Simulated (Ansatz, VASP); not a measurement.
# One calculation of Mo, two programs

```
Mo
1.0
    -1.58022    1.58022    1.61972
     1.58022   -1.58022    1.61972
     1.58022    1.58022   -1.61972
Mo
1
Direct
  0.00000 0.00000 0.00000
```

Change from the starting cell: strain +0.000 along x and y, +0.025 along z, atoms carried along.

Alike in both runs: task single point; functional PBE; k mesh 26 × 26 × 26; occupations gaussian, width 0.15 eV; no spin polarisation.

|  | VASP | Ansatz |
| --- | --- | --- |
| version | VASP 6.6.1 | Ansatz 0.2.0 |
| potentials or method | VASP PAW PBE potentials, release 64 (Mo_sv), cutoff 520 eV | scalar-relativistic, plane waves, PAW |
| valence electrons in the cell | 14 | 14 |

```csv
,VASP,Ansatz,Ansatz less VASP
gap on the k mesh at the Fermi level (eV),none,none,-
pressure (GPa),-5.4,-5.9,-0.51
"traceless stress, the component that is largest in VASP (GPa)",-4.68,-4.69,-0.003
```

A gap of «none» marks a metal or a gap that the smearing closes.
